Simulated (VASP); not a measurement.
# NaCl (P4mm) in VASP: single point with PBE

Aim: the single point of NaCl with PBE.

Everything below comes from runs of VASP 6.6.1. Logs are shortened: lines on timing, memory, paths and dates and some standing lists are left out, and cuts for length are marked.

## Step 1: The cell of the first run

The structure is tetragonal, space group P4mm (No. 99). Conventional cell: a = 3.502 Å, b = 3.502 Å, c = 3.502 Å, α = 90.00°, β = 90.00°, γ = 90.00°. Within 3.8 Å of Na (site symmetry 4mm) lie 8 Cl at 2.92 to 3.15 Å and 6 Na at 3.50 Å. Cl (site symmetry 4mm) has 8 Na at 2.92 to 3.15 Å and 6 Cl at 3.50 Å within 3.8 Å.

## Step 2: Single point, PBE (atom 1 (Na) moved by (+0.000, -0.200) A along [1 1 0] and z)

File INCAR:

```
ALGO = Normal
EDIFF = 1E-6
ENCUT = 500
GGA = PE
GGA_COMPAT = False
ISIF = 2
ISMEAR = 0
LASPH = True
LCHARG = False
LREAL = False
LWAVE = False
NBANDS = 14
NELM = 120
PREC = Accurate
SIGMA = 0.05
```

File KPOINTS:

```
k-points
0
Gamma
  6 6 6
```

File POSCAR:

```
NaCl
1.0
    3.5021900000      0.0000000000      0.0000000000
    0.0000000000      3.5021900000      0.0000000000
    0.0000000000      0.0000000000      3.5021900000
Na Cl
1 1
Direct
    0.0000000000      0.0000000000     -0.0571071244
    0.5000000000      0.5000000000      0.5000000000
```

Potentials or basis: VASP PAW PBE potentials, release 64 (Na_pv, Cl).

The run is started by

```bash
> cat potpaw_PBE.64/Na_pv/POTCAR potpaw_PBE.64/Cl/POTCAR > POTCAR
> mpirun -np 1 vasp_std > vasp.out
```

OUTCAR:

```text
EDIFF = 1E-6
   ENCUT = 500
   GGA = PE
   ISIF = 2
   ISMEAR = 0
   LASPH = True
   LREAL = False
   NELM = 120
   PREC = Accurate

 ion  position               nearest neighbor table
   1  0.000  0.000  0.943-
   2  0.500  0.500  0.500-

  LATTYP: Found a simple cubic cell.
 ALAT       =     3.5021900000

  Lattice vectors:

 A1 = (   3.5021900000,   0.0000000000,   0.0000000000)
 A2 = (   0.0000000000,   3.5021900000,   0.0000000000)
 A3 = (   0.0000000000,   0.0000000000,   3.5021900000)

Analysis of symmetry for initial positions (statically):
=====================================================================
 Subroutine PRICEL returns:
 Original cell was already a primitive cell.

 Routine SETGRP: Setting up the symmetry group for a
 simple cubic supercell.

 Subroutine GETGRP returns: Found  8 space group operations
 (whereof  8 operations were pure point group operations)
 out of a pool of 48 trial point group operations.

The static configuration has the point symmetry C_4v.

Analysis of symmetry for dynamics (positions and initial velocities):
=====================================================================
 Subroutine PRICEL returns:
 Original cell was already a primitive cell.

 Routine SETGRP: Setting up the symmetry group for a
 simple cubic supercell.

 Subroutine GETGRP returns: Found  8 space group operations
 (whereof  8 operations were pure point group operations)
 out of a pool of 48 trial point group operations.

The dynamic configuration has the point symmetry C_4v.

 Subroutine INISYM returns: Found  8 space group operations
 (whereof  8 operations are pure point group operations),
 and found     1 'primitive' translations

----------------------------------------------------------------------------------------

                                     Primitive cell

  volume of cell :      42.9555

  direct lattice vectors                    reciprocal lattice vectors
     3.502190000  0.000000000  0.000000000     0.285535622  0.000000000  0.000000000
     0.000000000  3.502190000  0.000000000     0.000000000  0.285535622  0.000000000
     0.000000000  0.000000000  3.502190000     0.000000000  0.000000000  0.285535622

  length of vectors
     3.502190000  3.502190000  3.502190000     0.285535622  0.285535622  0.285535622

  position of ions in fractional coordinates (direct lattice)
     0.000000000  0.000000000  0.942892876
     0.500000000  0.500000000  0.500000000

  ion indices of the primitive-cell ions
   primitive index   ion index
                 1           1
                 2           2

----------------------------------------------------------------------------------------

 KPOINTS: k-points

Automatic generation of k-mesh.
 Grid dimensions read from file:
 generate k-points for:    6    6    6

 Generating k-lattice:

  Cartesian coordinates                     Fractional coordinates (reciprocal lattice)
     0.047589270  0.000000000  0.000000000     0.166666667  0.000000000  0.000000000
     0.000000000  0.047589270  0.000000000     0.000000000  0.166666667  0.000000000
     0.000000000  0.000000000  0.047589270     0.000000000  0.000000000  0.166666667

  Length of vectors
     0.047589270  0.047589270  0.047589270

  Shift w.r.t. Gamma in fractional coordinates (k-lattice)
     0.000000000  0.000000000  0.000000000

 Subroutine IBZKPT returns following result:
 ===========================================

 Found     40 irreducible k-points:

 Following reciprocal coordinates:
            Coordinates               Weight
  0.000000  0.000000  0.000000      1.000000
  0.166667  0.000000  0.000000      4.000000
  0.000000  0.000000  0.166667      2.000000
  0.333333  0.000000  0.000000      4.000000
  0.000000  0.000000  0.333333      2.000000
  0.500000  0.000000  0.000000      2.000000
[... 16 lines left out ...]
  0.166667  0.166667  0.166667      8.000000
  0.333333  0.166667  0.166667     16.000000
 [... further k-points ...]
   k-points           NKPTS =     40   k-points in BZ     NKDIM =     40   number of bands    NBANDS=     14
   number of dos      NEDOS =    301   number of ions     NIONS =      2
   total plane-waves  NPLWV =  21952
   dimension x,y,z NGX =    28 NGY =   28 NGZ =   28
   dimension x,y,z NGXF=    56 NGYF=   56 NGZF=   56
   ions per type =               1   1
   NGX,Y,Z   is equivalent  to a cutoff of  13.29, 13.29, 13.29 a.u.
   NGXF,Y,Z  is equivalent  to a cutoff of  26.58, 26.58, 26.58 a.u.
 SYSTEM =  unknown system
   PREC   = accura    normal or accurate (medium, high low for compatibility)
   ISTART =      0    job   : 0-new  1-cont  2-samecut
   ICHARG =      2    charge: 1-file 2-atom 10-const
   ISPIN  =      1    spin polarized calculation?
   LNONCOLLINEAR =      F non collinear calculations
   LSORBIT =      F    spin-orbit coupling
   LASPH  =      T    aspherical Exc in radial PAW
   ENCUT  =  500.0 eV  36.75 Ry    6.06 a.u.   6.39  6.39  6.39*2*pi/ulx,y,z
   NELM   =    120;   NELMIN=  2; NELMDL= -5     # of ELM steps
   EDIFF  = 0.1E-05   stopping-criterion for ELM
   LREAL  =      F    real-space projection
   EDIFFG = 0.1E-04   stopping-criterion for IOM
   NSW    =      0    number of steps for IOM
   IBRION =     -1    ionic relax: 0-MD 1-quasi-New 2-CG
   NFREE  =      0    steps in history (QN), initial steepest desc. (CG)
   ISIF   =      2    stress and relaxation
   ISYM   =      2    0-nonsym 1-usesym 2-fastsym
   POTIM  = 0.5000    time-step for ionic-motion
   TEBEG  =    0.0;   TEEND  =   0.0 temperature during run
   PSTRESS=    0.0 pullay stress
   NELECT =      14.0000    total number of electrons
   NUPDOWN=      -1.0000    fix difference up-down
   EMIN   =  10.00;   EMAX   =-10.00  energy-range for DOS
   EFERMI =   0.00;   METHOD = LEGACY
   ISMEAR =     0;   SIGMA  =   0.05  broadening in eV -4-tet -1-fermi 0-gaus
   EFERMI_NEDOS =   21; number of points for ismear=-14 and -15
   IALGO  =     38    algorithm
   IMIX   =      4    mixing-type and parameters
     AMIX     =   0.40;   BMIX     =  1.00
     AMIX_MAG =   1.60;   BMIX_MAG =  1.00
  volume/ion in A,a.u.               =      21.48       144.94
  Fermi-wavevector in a.u.,A,eV,Ry     =   1.126621  2.129005 17.269530  1.269275
  Thomas-Fermi vector in A             =   2.263304
   LORBIT       =      0    0 simple, 1 ext, 2 COOP (PROOUT), +10 PAW based schemes
   GGA     = PE    functional components
   LHFCALC =     F    Hartree Fock is set to
   AEXX    =    0.0000 exact exchange contribution
   IVDW    =     0    specifies the selected vdW correction
   LEPSILON=     F    determine dielectric tensor
   LRPA    =     F    only Hartree local field effects (RPA)
 non-spin polarized calculation
 Gauss-broadening in eV      SIGMA  =   0.05
  energy-cutoff  :      500.00
  volume of cell :       42.96
 maximum number of plane-waves:      1108
 NGX is ok and might be reduce to    28
   NGX = 13   NGY = 13   NGZ = 13

 number of electron      13.9999985 magnetization

 Free energy of the ion-electron system (eV)
  ---------------------------------------------------
  ext. energy  EPLUGINS =         0.00000000
  ---------------------------------------------------
  free energy    TOTEN  =        -6.46137846 eV

  energy without entropy =       -6.46137846  energy(sigma->0) =       -6.46137846

 E-fermi :   0.6808     XC(G=0):  -8.4236

 val. band max:        0.4207398406   @ k =   0.5000   0.5000   0.0000
 cond. band min:       4.4094895341   @ k =   0.0000   0.0000   0.0000
 fundamental gap:      3.9887496935
 Fermi energy:         0.6808097573

 k-point     1 :       0.0000    0.0000    0.0000
  band No.  band energies     occupation
      1     -21.6324      2.00000
      2     -21.6273      2.00000
      3     -21.6273      2.00000
      4     -12.9610      2.00000
      5      -0.0808      2.00000
      6      -0.0808      2.00000
      7      -0.0691      2.00000
      8       4.4095      0.00000
      9       8.9863      0.00000
     10       9.0452      0.00000
     11      16.0664      0.00000
     12      16.1069      0.00000
     13      16.1073      0.00000
     14      16.2974      0.00000

 k-point     2 :       0.1667    0.0000    0.0000
  band No.  band energies     occupation
      1     -21.6379      2.00000
      2     -21.6314      2.00000
      3     -21.6265      2.00000
      4     -12.8767      2.00000
      5      -0.8697      2.00000
      6      -0.0255      2.00000
      7      -0.0114      2.00000
      8       5.1330      0.00000
      9       9.3245      0.00000
     10       9.5332      0.00000
     11      14.2732      0.00000
     12      14.2837      0.00000
     13      15.5192      0.00000
     14      16.5820      0.00000

 k-point     3 :       0.0000    0.0000    0.1667
  band No.  band energies     occupation
      1     -21.6426      2.00000
      2     -21.6265      2.00000
      3     -21.6265      2.00000
      4     -12.8774      2.00000
      5      -0.8564      2.00000
      6      -0.0249      2.00000
      7      -0.0249      2.00000
      8       5.1361      0.00000
      9       9.2854      0.00000
     10       9.5650      0.00000
     11      14.3076      0.00000
     12      14.3076      0.00000
     13      15.4863      0.00000
     14      16.4992      0.00000

 k-point     4 :       0.3333    0.0000    0.0000
  band No.  band energies     occupation
      1     -21.6585      2.00000
      2     -21.6295      2.00000
      3     -21.6246      2.00000
      4     -12.6982      2.00000
      5      -2.0397      2.00000
      6       0.0901      2.00000
      7       0.1090      2.00000
      8       6.4176      0.00000
      9       9.6726      0.00000
     10      10.1534      0.00000
     11      12.8054      0.00000
     12      12.8154      0.00000
     13      14.9202      0.00000
     14      16.2470      0.00000

 k-point     5 :       0.0000    0.0000    0.3333
  band No.  band energies     occupation
      1     -21.6628      2.00000
      2     -21.6247      2.00000
      3     -21.6247      2.00000
      4     -12.7004      2.00000
      5      -2.0239      2.00000
      6       0.0920      2.00000
      7       0.0920      2.00000
      8       6.4261      0.00000
      9       9.6998      0.00000
     10      10.1183      0.00000
     11      12.8225      0.00000
[... 276 lines left out ...]
 k-point    22 :       0.0000    0.5000    0.5000
  band No.  band energies     occupation
      1     -21.6641      2.00000
      2     -21.6601      2.00000
      3     -21.6205      2.00000
      4     -12.3382      2.00000
      5      -1.8491      2.00000
      6      -1.8285      2.00000
      7       0.4043      2.00000
      8       5.9583      0.00000
      9      10.3022      0.00000
     10      11.4497      0.00000
     11      11.5326      0.00000
     12      13.0267      0.00000
     13      13.0506      0.00000
     14      18.0464      0.00000

 k-point    23 :       0.1667    0.1667    0.1667
  band No.  band energies     occupation
      1     -21.6407      2.00000
      2     -21.6358      2.00000
      3     -21.6344      2.00000
      4     -12.7216      2.00000
      5      -0.9034      2.00000
      6      -0.5540      2.00000
      7      -0.5424      2.00000
      8       6.3542      0.00000
      9      10.0326      0.00000
     10      10.0702      0.00000
     11      12.4971      0.00000
     12      13.3327      0.00000
     13      13.3505      0.00000
     14      17.8871      0.00000

 k-point    24 :       0.3333    0.1667    0.1667
  band No.  band energies     occupation
      1     -21.6549      2.00000
      2     -21.6377      2.00000
      3     -21.6328      2.00000
      4     -12.5616      2.00000
      5      -1.7870      2.00000
      6      -0.5302      2.00000
      7      -0.3903      2.00000
      8       7.2755      0.00000
      9       9.5714      0.00000
     10      10.0779      0.00000
     11      12.1350      0.00000
     12      12.8216      0.00000
     13      13.8149      0.00000
     14      17.6710      0.00000

 [... further k-points ...]

------------------------ aborting loop because EDIFF is reached ----------------------------------------

  FORCE on cell =-STRESS in cart. coord.  units (eV):
  Direction    XX          YY          ZZ          XY          YZ          ZX
  --------------------------------------------------------------------------------------
  -------------------------------------------------------------------------------------
  Total        0.0880160      0.0880160      0.0980729      0.0000000      0.0000000      0.0000000
  in kB        3.2828654      3.2828654      3.6579727      0.0000000      0.0000000      0.0000000
  external PRESSURE =       3.4079011 kB  Pullay stress =       0.0000000 kB

 VOLUME and BASIS-vectors are now :
 -----------------------------------------------------------------------------
  energy-cutoff  :      500.00
  volume of cell :       42.96
      direct lattice vectors                 reciprocal lattice vectors
     3.502190000  0.000000000  0.000000000     0.285535622  0.000000000  0.000000000
     0.000000000  3.502190000  0.000000000     0.000000000  0.285535622  0.000000000
     0.000000000  0.000000000  3.502190000     0.000000000  0.000000000  0.285535622

 POSITION                                       TOTAL-FORCE (eV/Angst)
 -----------------------------------------------------------------------------------
      0.00000      0.00000      3.30219         0.000000     -0.000000      0.070175
      1.75110      1.75110      1.75110        -0.000000      0.000000     -0.070175
 -----------------------------------------------------------------------------------
    total drift:                                0.000000      0.000000     -0.000466

  FREE ENERGIE OF THE ION-ELECTRON SYSTEM (eV)
  ---------------------------------------------------
  free  energy   TOTEN  =        -6.4613784581 eV

  energy  without entropy=       -6.4613784581  energy(sigma->0) =       -6.46137846
```

It took 22 s on 1 thread of AMD EPYC 7R43 (Zen 3), shared host; peak memory 0.12 GiB.

What came out:

| Property | Result |
| --- | --- |
| Free energy | -6.4614 eV |
| Pressure | 0.3 GPa |
| Largest force | 0.070 eV/Å |
| Band gap on the k mesh | 3.99 eV (least direct gap 4.48 eV) |

Forces in eV/Å, atoms in the order of the input:
```
Na   0.000  0.000  0.070
Cl   0.000  0.000 -0.070
```

Caveat: the cell differs from its parent crystal (atom 1 (Na) moved by (+0.000, -0.200) A along [1 1 0] and z).
